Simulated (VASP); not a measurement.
# C (Fd-3m) in VASP: single point with r2SCAN+rVV10

Aim: the single point of C with r2SCAN+rVV10.

Everything below comes from runs of VASP 6.6.1. Logs are shortened: lines on timing, memory, paths and dates and some standing lists are left out, and cuts for length are marked.

**1. The cell of the first run**

The structure is cubic, space group Fd-3m (No. 227). Conventional cell: a = 3.558 Å, b = 3.558 Å, c = 3.558 Å, α = 90.00°, β = 90.00°, γ = 90.00°. Within 2.1 Å of C (site symmetry -43m) lie 4 C at 1.54 Å.

**2. Single point, r2SCAN+rVV10**

Input file POSCAR:

```
C
1.0
    0.0000000000      1.7789232039      1.7789232039
    1.7789232039      0.0000000000      1.7789232039
    1.7789232039      1.7789232039      0.0000000000
C
2
Direct
    0.0000000000      0.0000000000      0.0000000000
    0.2500000000      0.2500000000      0.2500000000
```

Input file INCAR.step1:

```
PREC = Accurate
ENCUT = 1430
ISMEAR = 0
SIGMA = 0.01
LREAL = F
LASPH = T
NELM = 120
NBANDS = 11
GGA = PE
ALGO = Normal
EDIFF = 1E-5
LWAVE = T
LCHARG = F
GGA_COMPAT = F
```

Input file INCAR.step2:

```
PREC = Accurate
ENCUT = 1430
EDIFF = 1E-6
ISMEAR = 0
SIGMA = 0.01
LREAL = F
LASPH = T
NELM = 120
ALGO = Normal
ISIF = 2
LWAVE = F
LCHARG = F
METAGGA = R2SCAN
LMIXTAU = T
LUSE_VDW = T
IVDW_NL = 2
BPARAM = 11.95
CPARAM = 0.0093
NBANDS = 11
ISTART = 1
GGA_COMPAT = F
```

Input file KPOINTS:

```
Automatic mesh
0
Gamma
  10 10 10
```

Potentials or basis: VASP PAW PBE potentials, release 64 (C_h).

Started as:

```sh
$ cat potpaw_PBE.64/C_h/POTCAR > POTCAR
$ cp INCAR.step1 INCAR
$ mpirun -np 1 vasp_std > vasp.out
$ cp INCAR.step2 INCAR
$ mpirun -np 1 vasp_std > vasp.out
```

OUTCAR:

```text
PREC = Accurate
   ENCUT = 1430
   EDIFF = 1E-6
   ISMEAR = 0
   LREAL = F
   LASPH = T
   NELM = 120
   ISIF = 2
   METAGGA = R2SCAN
   IVDW_NL = 2
   BPARAM = 11.95
   ISTART = 1

 ion  position               nearest neighbor table
   1  0.000  0.000  0.000-
   2  0.250  0.250  0.250-

  LATTYP: Found a face centered cubic cell.
 ALAT       =     3.5578464078

  Lattice vectors:

 A1 = (   0.0000000000,   1.7789232039,   1.7789232039)
 A2 = (   1.7789232039,   0.0000000000,   1.7789232039)
 A3 = (   1.7789232039,   1.7789232039,   0.0000000000)

Analysis of symmetry for initial positions (statically):
=====================================================================
 Subroutine PRICEL returns:
 Original cell was already a primitive cell.

 Routine SETGRP: Setting up the symmetry group for a
 face centered cubic supercell.

 Subroutine GETGRP returns: Found 48 space group operations
 (whereof 24 operations were pure point group operations)
 out of a pool of 48 trial point group operations.

The static configuration has the point symmetry T_d .
 The point group associated with its full space group is O_h .

Analysis of symmetry for dynamics (positions and initial velocities):
=====================================================================
 Subroutine PRICEL returns:
 Original cell was already a primitive cell.

 Routine SETGRP: Setting up the symmetry group for a
 face centered cubic supercell.

 Subroutine GETGRP returns: Found 48 space group operations
 (whereof 24 operations were pure point group operations)
 out of a pool of 48 trial point group operations.

The dynamic configuration has the point symmetry T_d .
 The point group associated with its full space group is O_h .

 Subroutine INISYM returns: Found 48 space group operations
 (whereof 24 operations are pure point group operations),
 and found     1 'primitive' translations

----------------------------------------------------------------------------------------

                                     Primitive cell

  volume of cell :      11.2590

  direct lattice vectors                    reciprocal lattice vectors
     0.000000000  1.778923204  1.778923204    -0.281068907  0.281068907  0.281068907
     1.778923204  0.000000000  1.778923204     0.281068907 -0.281068907  0.281068907
     1.778923204  1.778923204  0.000000000     0.281068907  0.281068907 -0.281068907

  length of vectors
     2.515777321  2.515777321  2.515777321     0.486825627  0.486825627  0.486825627

  position of ions in fractional coordinates (direct lattice)
     0.000000000  0.000000000  0.000000000
     0.250000000  0.250000000  0.250000000

  ion indices of the primitive-cell ions
   primitive index   ion index
                 1           1
                 2           2

----------------------------------------------------------------------------------------

 KPOINTS: Automatic mesh

Automatic generation of k-mesh.
 Grid dimensions read from file:
 generate k-points for:   10   10   10

 Generating k-lattice:

  Cartesian coordinates                     Fractional coordinates (reciprocal lattice)
    -0.028106891  0.028106891  0.028106891     0.100000000  0.000000000  0.000000000
     0.028106891 -0.028106891  0.028106891     0.000000000  0.100000000  0.000000000
     0.028106891  0.028106891 -0.028106891     0.000000000  0.000000000  0.100000000

  Length of vectors
     0.048682563  0.048682563  0.048682563

  Shift w.r.t. Gamma in fractional coordinates (k-lattice)
     0.000000000  0.000000000  0.000000000

 Subroutine IBZKPT returns following result:
 ===========================================

 Found     47 irreducible k-points:

 Following reciprocal coordinates:
            Coordinates               Weight
  0.000000  0.000000  0.000000      1.000000
  0.100000  0.000000  0.000000      8.000000
  0.200000  0.000000  0.000000      8.000000
  0.300000  0.000000  0.000000      8.000000
  0.400000  0.000000  0.000000      8.000000
  0.500000  0.000000  0.000000      4.000000
[... 16 lines left out ...]
  0.300000  0.300000  0.000000      6.000000
  0.400000  0.300000  0.000000     24.000000
 [... further k-points ...]
   k-points           NKPTS =     47   k-points in BZ     NKDIM =     47   number of bands    NBANDS=     11
   number of dos      NEDOS =    301   number of ions     NIONS =      2
   total plane-waves  NPLWV =  32768
   dimension x,y,z NGX =    32 NGY =   32 NGZ =   32
   dimension x,y,z NGXF=    64 NGYF=   64 NGZF=   64
   ions per type =               2
   NGX,Y,Z   is equivalent  to a cutoff of  21.15, 21.15, 21.15 a.u.
   NGXF,Y,Z  is equivalent  to a cutoff of  42.29, 42.29, 42.29 a.u.
 SYSTEM =  unknown system
   PREC   = accura    normal or accurate (medium, high low for compatibility)
   ISTART =      1    job   : 0-new  1-cont  2-samecut
   ICHARG =      0    charge: 1-file 2-atom 10-const
   ISPIN  =      1    spin polarized calculation?
   LNONCOLLINEAR =      F non collinear calculations
   LSORBIT =      F    spin-orbit coupling
   LASPH  =      T    aspherical Exc in radial PAW
   ENCUT  = 1430.0 eV 105.10 Ry   10.25 a.u.   7.76  7.76  7.76*2*pi/ulx,y,z
   NELM   =    120;   NELMIN=  2; NELMDL=  0     # of ELM steps
   EDIFF  = 0.1E-05   stopping-criterion for ELM
   LREAL  =      F    real-space projection
   EDIFFG = 0.1E-04   stopping-criterion for IOM
   NSW    =      0    number of steps for IOM
   IBRION =     -1    ionic relax: 0-MD 1-quasi-New 2-CG
   NFREE  =      0    steps in history (QN), initial steepest desc. (CG)
   ISIF   =      2    stress and relaxation
   ISYM   =      2    0-nonsym 1-usesym 2-fastsym
   POTIM  = 0.5000    time-step for ionic-motion
   TEBEG  =    0.0;   TEEND  =   0.0 temperature during run
   PSTRESS=    0.0 pullay stress
   NELECT =       8.0000    total number of electrons
   NUPDOWN=      -1.0000    fix difference up-down
   EMIN   =  10.00;   EMAX   =-10.00  energy-range for DOS
   EFERMI =   0.00;   METHOD = LEGACY
   ISMEAR =     0;   SIGMA  =   0.01  broadening in eV -4-tet -1-fermi 0-gaus
   EFERMI_NEDOS =   21; number of points for ismear=-14 and -15
   IALGO  =     38    algorithm
   IMIX   =      4    mixing-type and parameters
     AMIX     =   0.40;   BMIX     =  1.00
     AMIX_MAG =   1.60;   BMIX_MAG =  1.00
  volume/ion in A,a.u.               =       5.63        37.99
  Fermi-wavevector in a.u.,A,eV,Ry     =   1.460846  2.760598 29.035780  2.134070
  Thomas-Fermi vector in A             =   2.577247
   LORBIT       =      0    0 simple, 1 ext, 2 COOP (PROOUT), +10 PAW based schemes
   METAGGA = R2SCAN    functional components
   LHFCALC =     F    Hartree Fock is set to
   AEXX    =    0.0000 exact exchange contribution
   IVDW_NL    =     2    kernel type
   BPARAM     =11.9500
   IVDW    =     0    specifies the selected vdW correction
   LEPSILON=     F    determine dielectric tensor
   LRPA    =     F    only Hartree local field effects (RPA)
 non-spin polarized calculation
 Gauss-broadening in eV      SIGMA  =   0.01
  energy-cutoff  :     1430.00
  volume of cell :       11.26
 maximum number of plane-waves:      1411
   NGX = 15   NGY = 15   NGZ = 15

 number of electron       8.0000000 magnetization

 Free energy of the ion-electron system (eV)
  ---------------------------------------------------
  ext. energy  EPLUGINS =         0.00000000
  ---------------------------------------------------
  free energy    TOTEN  =       -19.62733989 eV

  energy without entropy =      -19.62733989  energy(sigma->0) =      -19.62733989

 E-fermi :  11.1087     XC(G=0): -14.3444

 val. band max:       11.0311174701   @ k =   0.0000   0.0000   0.0000
 cond. band min:      15.4124679493   @ k =   0.4000   0.4000   0.0000
 fundamental gap:      4.3813504793
 Fermi energy:        11.1086867407

 k-point     1 :       0.0000    0.0000    0.0000
  band No.  band energies     occupation
      1     -11.7588      2.00000
      2      11.0311      2.00000
      3      11.0311      2.00000
      4      11.0311      2.00000
      5      16.9243      0.00000
      6      16.9243      0.00000
      7      16.9243      0.00000
      8      25.0543      0.00000
      9      31.4500      0.00000
     10      38.4524      0.00000
     11      38.4524      0.00000

 k-point     2 :       0.1000    0.0000    0.0000
  band No.  band energies     occupation
      1     -11.4681      2.00000
      2       9.2299      2.00000
      3      10.5526      2.00000
      4      10.5526      2.00000
      5      17.5547      0.00000
      6      17.5547      0.00000
      7      17.9386      0.00000
      8      25.3375      0.00000
      9      31.9346      0.00000
     10      35.9798      0.00000
     11      35.9798      0.00000

 k-point     3 :       0.2000    0.0000    0.0000
  band No.  band energies     occupation
      1     -10.6017      2.00000
      2       5.8131      2.00000
      3       9.6167      2.00000
      4       9.6167      2.00000
      5      18.7653      0.00000
      6      18.7653      0.00000
      7      19.1972      0.00000
      8      26.1197      0.00000
      9      32.7602      0.00000
     10      34.4202      0.00000
     11      34.4202      0.00000

 k-point     4 :       0.3000    0.0000    0.0000
  band No.  band energies     occupation
      1      -9.1822      2.00000
      2       2.2123      2.00000
      3       8.7740      2.00000
      4       8.7740      2.00000
      5      19.6349      0.00000
      6      19.6349      0.00000
      7      19.8819      0.00000
      8      27.0549      0.00000
      9      33.0954      0.00000
     10      34.7530      0.00000
     11      34.7530      0.00000

 k-point     5 :       0.4000    0.0000    0.0000
  band No.  band energies     occupation
      1      -7.2936      2.00000
      2      -1.0823      2.00000
      3       8.2292      2.00000
      4       8.2292      2.00000
      5      19.9296      0.00000
      6      19.9296      0.00000
      7      20.1877      0.00000
      8      27.6428      0.00000
      9      33.6475      0.00000
     10      36.7163      0.00000
     11      36.7163      0.00000
[... 211 lines left out ...]
 k-point    21 :      -0.3000    0.2000    0.0000
  band No.  band energies     occupation
      1      -6.9914      2.00000
      2       0.7237      2.00000
      3       4.0161      2.00000
      4       7.8398      2.00000
      5      19.4468      0.00000
      6      21.4600      0.00000
      7      23.4526      0.00000
      8      26.4053      0.00000
      9      32.0162      0.00000
     10      33.0663      0.00000
     11      37.2782      0.00000

 k-point    22 :      -0.2000    0.2000    0.0000
  band No.  band energies     occupation
      1      -8.7114      2.00000
      2       3.5588      2.00000
      3       4.6571      2.00000
      4       8.9114      2.00000
      5      20.0224      0.00000
      6      20.0880      0.00000
      7      22.1764      0.00000
      8      25.5098      0.00000
      9      31.8726      0.00000
     10      33.3281      0.00000
     11      36.3475      0.00000

 k-point    23 :       0.3000    0.3000    0.0000
  band No.  band energies     occupation
      1      -8.3221      2.00000
      2       4.4800      2.00000
      3       5.8315      2.00000
      4       5.8315      2.00000
      5      15.4810      0.00000
      6      20.1541      0.00000
      7      25.0142      0.00000
      8      25.0142      0.00000
      9      33.0510      0.00000
     10      35.3615      0.00000
     11      42.8861      0.00000

 k-point    24 :       0.4000    0.3000    0.0000
  band No.  band energies     occupation
      1      -6.9378      2.00000
      2       2.3829      2.00000
      3       4.6761      2.00000
      4       5.3327      2.00000
      5      16.0721      0.00000
      6      19.4701      0.00000
      7      26.0746      0.00000
      8      26.1237      0.00000
      9      34.1074      0.00000
     10      35.4010      0.00000
     11      43.1383      0.00000

 [... further k-points ...]
[... 5 lines left out ...]
  --------------------------------------------------------------------------------------
  -------------------------------------------------------------------------------------
  Total       -0.0506308     -0.0506308     -0.0506308      0.0000000      0.0000000      0.0000000
  in kB       -7.2048240     -7.2048240     -7.2048240      0.0000000      0.0000000      0.0000000
  external PRESSURE =      -7.2048240 kB  Pullay stress =       0.0000000 kB

 VOLUME and BASIS-vectors are now :
 -----------------------------------------------------------------------------
  energy-cutoff  :     1430.00
  volume of cell :       11.26
      direct lattice vectors                 reciprocal lattice vectors
     0.000000000  1.778923204  1.778923204    -0.281068907  0.281068907  0.281068907
     1.778923204  0.000000000  1.778923204     0.281068907 -0.281068907  0.281068907
     1.778923204  1.778923204  0.000000000     0.281068907  0.281068907 -0.281068907

 POSITION                                       TOTAL-FORCE (eV/Angst)
 -----------------------------------------------------------------------------------
      0.00000      0.00000      0.00000        -0.000000     -0.000000      0.000000
      0.88946      0.88946      0.88946         0.000000      0.000000     -0.000000
 -----------------------------------------------------------------------------------
    total drift:                               -0.000000      0.000000      0.000000

  FREE ENERGIE OF THE ION-ELECTRON SYSTEM (eV)
  ---------------------------------------------------
  free  energy   TOTEN  =       -19.6273398930 eV

  energy  without entropy=      -19.6273398930  energy(sigma->0) =      -19.62733989
```

Run time: 67 s. Hardware: 1 thread of AMD EPYC 9R45 (Zen 5), shared host; peak memory 0.28 GiB.

What came out:

```
Free energy            : -19.6273 eV
Pressure               : -0.7 GPa
Band gap on the k mesh : 4.38 eV (least direct gap 5.89 eV)
```

Caveat: the PAW data sets were made with another functional, which shifts forces and pressure a little.
